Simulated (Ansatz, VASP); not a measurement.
## Two plane-wave programs on Ta2Ru

```
Ta Ru
1.0
     4.58394    0.00000    0.00000
    -2.29197    3.96981    0.00000
     0.00000    0.00000    2.77264
Ta Ru
2 1
Direct
  0.33333 0.66667 0.50000
  0.66667 0.33333 0.50000
  0.00000 0.00000 0.00000
```

Change from the starting cell: species swapped into the CeHg2 type (P6/mmm, No. 191).

Alike in both runs: functional PBE; k mesh 6 × 6 × 6; occupations gaussian, width 0.1 eV; no spin polarisation.

Ansatz relaxed the structure, and its values are those at the end. VASP's run is a single point on that final structure, the one shown.

|  | VASP | Ansatz |
| --- | --- | --- |
| version | VASP 6.6.1 | Ansatz 0.2.0 |
| potentials or method | VASP PAW PBE potentials, release 64 (Ta_pv, Ru_pv), cutoff 520 eV | scalar-relativistic, plane waves, PAW |
| valence electrons in the cell | 36 | 42 |

```tsv
	VASP	Ansatz	Ansatz less VASP
gap on the k mesh at the Fermi level (eV)	none	none	-
pressure (GPa)	0.2	0.1	-0.19
```

A gap of «none» marks a metal or a gap that the smearing closes. VASP's potentials hold 36 valence electrons a cell and Ansatz's 42, so a difference there can come from the potentials and not from the codes.

The k mesh is coarse, so the values compare programs but aren't converged. Spin-orbit coupling is off throughout.
